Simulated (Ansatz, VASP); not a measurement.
NaH: VASP beside Ansatz

Contents of POSCAR:

```
NaH
1.0
    0.0000000000      2.3975122917      2.3147981176
    2.3975122917      0.0000000000      2.3147981176
    2.3975122917      2.3975122917      0.0000000000
Na H
1 1
Direct
    0.0000000000      0.0000000000      0.0000000000
    0.5000000000      0.5000000000      0.5000000000
```

INCAR.step1

```
  PREC = Accurate
  ENCUT = 520
  ISMEAR = 0
  SIGMA = 0.01
  LREAL = False
  LASPH = True
  NELM = 60
  NBANDS = 11
  GGA = PE
  ALGO = Normal
  EDIFF = 1E-4
  LWAVE = True
  LCHARG = False
```

File INCAR.step2:

```
  PREC = Accurate
  ENCUT = 520
  EDIFF = 1E-7
  ISMEAR = 0
  SIGMA = 0.01
  LREAL = False
  LASPH = True
  NELM = 60
  ALGO = Normal
  ISIF = 2
  LWAVE = False
  LCHARG = False
  METAGGA = R2SCAN
  LMIXTAU = True
  NBANDS = 11
  ISTART = 1
```

File KPOINTS:

```
regular mesh
0
Gamma
  10 10 10
```

Input for Ansatz:

```yaml
crystal:
  lattice:
    - [0.0, 2.3975122917, 2.3147981176]
    - [2.3975122917, 0.0, 2.3147981176]
    - [2.3975122917, 2.3975122917, 0.0]
  atoms:
    - { symbol: Na, position: [0.0, 0.0, 0.0] }
    - { symbol: H, position: [0.5, 0.5, 0.5] }
kpoints:
  mp_grid: { grid: [10, 10, 10] }
  band_path:
    path:
      - [0.0, 0.0, 0.0]
      - [0.5, 0.0, 0.5]
      - [0.625, 0.25, 0.625]
      - [0.375, 0.375, 0.75]
      - [0.5, 0.5, 0.5]
      - [0.5, 0.25, 0.75]
      - [0.291667, -0.5, -0.208333]
      - [0.0, 0.0, 0.5]
    npoints: 1
hamiltonian:
  xc: r2scan
scf:
  occupations: { method: fixed }
  n_extra_bands: 4
output:
  forces: true
  stress: true
  eigenvalues: true
```

Change from the starting cell: uniaxial_z strain -3.5%.

Alike in both runs: task single point; functional r2SCAN; k mesh 10 × 10 × 10; no spin polarisation.

|  | VASP | Ansatz |
| --- | --- | --- |
| version | VASP 6.6.1 | Ansatz 0.2.0 |
| potentials or method | VASP PAW PBE potentials, release 64 (Na_pv, H) | plane waves, PAW |
| plane-wave cutoff (eV) | 520 | 500 |
| occupations | gaussian, width 0.01 eV | fixed |
| valence electrons in the cell | 8 | 10 |

|  | VASP | Ansatz | Ansatz less VASP |
| --- | --- | --- | --- |
| gap on the k mesh at the Fermi level (eV) | 4.46 | 4.44 | -0.013 |
| pressure (GPa) | 0.6 | 1.0 | +0.34 |
| traceless stress, the component that is largest in VASP (GPa) | 1.06 | 1.04 | -0.018 |

VASP's potentials were made for PBE, not for r2SCAN. VASP's potentials hold 8 valence electrons a cell and Ansatz's 10, so a difference there can come from the potentials and not from the codes.
